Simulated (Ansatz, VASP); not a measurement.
Two plane-wave programs on Co

```
Co
1.0
     2.45839    0.00000    0.00000
    -1.22920    2.12903    0.00000
     0.00000    0.00000    3.96069
Co
2
Cartesian
  0.0000 1.4194 0.9902
  1.2292 0.7097 2.9705
```

Alike in both runs: task single point; functional PBE; k mesh 21 × 21 × 12; occupations fermi-dirac, width 0.1 eV; no spin polarisation.

|  | VASP | Ansatz |
| --- | --- | --- |
| version | VASP 6.6.1 | Ansatz 0.2.0 |
| potentials or method | VASP PAW PBE potentials, release 64 (Co), cutoff 520 eV | plane waves (420 eV) with PAW, scalar-relativistic |
| valence electrons in the cell | 18 | 34 |

|  | VASP | Ansatz | Ansatz less VASP |
| --- | --- | --- | --- |
| pressure (GPa) | -0.7 | -0.1 | +0.66 |
| traceless stress, the component that is largest in VASP (GPa) | -0.06 | 0.01 | +0.065 |

VASP's potentials hold 18 valence electrons a cell and Ansatz's 34, so a difference there can come from the potentials and not from the codes.
